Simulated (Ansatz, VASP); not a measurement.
This is a calculation of Zn for VASP 6.6.1.

INCAR

```
SYSTEM = Zn
  PREC = Accurate
  ENCUT = 520
  EDIFF = 1E-7
  ISMEAR = -1
  SIGMA = 0.05
  LREAL = .FALSE.
  LASPH = .TRUE.
  NELM = 60
  ALGO = Normal
  ISIF = 2
  LWAVE = .FALSE.
  LCHARG = .FALSE.
  NBANDS = 19
```

The input KPOINTS:

```
regular mesh
0
G
  11 11 6
  0 0 0
```

File POSCAR:

```
Zn
1.0
    2.7223662359      0.0000000000      0.0000000000
   -1.3611831179      2.3576383187      0.0000000000
    0.0000000000      0.0000000000      5.0633972761
Zn
2
Direct
    0.6666666667      0.3333333333      0.7500000000
    0.3333333333      0.6666666667      0.2500000000
```

Potentials or basis: VASP PAW LDA potentials, release 64 (Zn).

Launch:

```console
$ cat potpaw_LDA.64/Zn/POTCAR > POTCAR
$ mpirun -np 1 vasp_std > vasp.out
```

Set up the same calculation for Ansatz 0.2.0. Potentials there: all-electron LAPW, scalar-relativistic.

As run (the cutoff follows the program's own potentials):

The input input.yaml:

```yaml
crystal:
  lattice:
    - [2.7223662359, 0.0, 0.0]
    - [-1.3611831179, 2.3576383187, 0.0]
    - [0.0, 0.0, 5.0633972761]
  atoms:
    - { symbol: Zn, position: [0.6666666667, 0.3333333333, 0.75] }
    - { symbol: Zn, position: [0.3333333333, 0.6666666667, 0.25] }
kpoints:
  mp_grid: { grid: [11, 11, 6] }
scf:
  occupations: { method: fermi_dirac, width: 0.05 }
hamiltonian:
  xc: lda
  pseudopotentials: { kind: all_electron, lapw: { basis_error: 0.001 } }
output:
  forces: true
  stress: true
  eigenvalues: true
```

Potentials or basis: all-electron LAPW, scalar-relativistic.

Command:

```bash
$ ansatz run input.yaml --threads 1 --pin off --max-ram 3072MiB --backend cpu --events-out ev --progress --plain --runs-dir out
```

Both were run:

|  | VASP | Ansatz | Ansatz less VASP |
| --- | --- | --- | --- |
| gap on the k mesh at the Fermi level (eV) | none | none | - |
| pressure (GPa) | -11.3 | -11.6 | -0.33 |
| traceless stress, the component that is largest in VASP (GPa) | 1.78 | 1.92 | +0.136 |

LDA's correlation is that of Perdew and Zunger in VASP and of Perdew and Wang (1992) in Ansatz. A gap of «none» marks a metal or a gap that the smearing closes. Ansatz ran all-electron here, and VASP with PAW potentials.
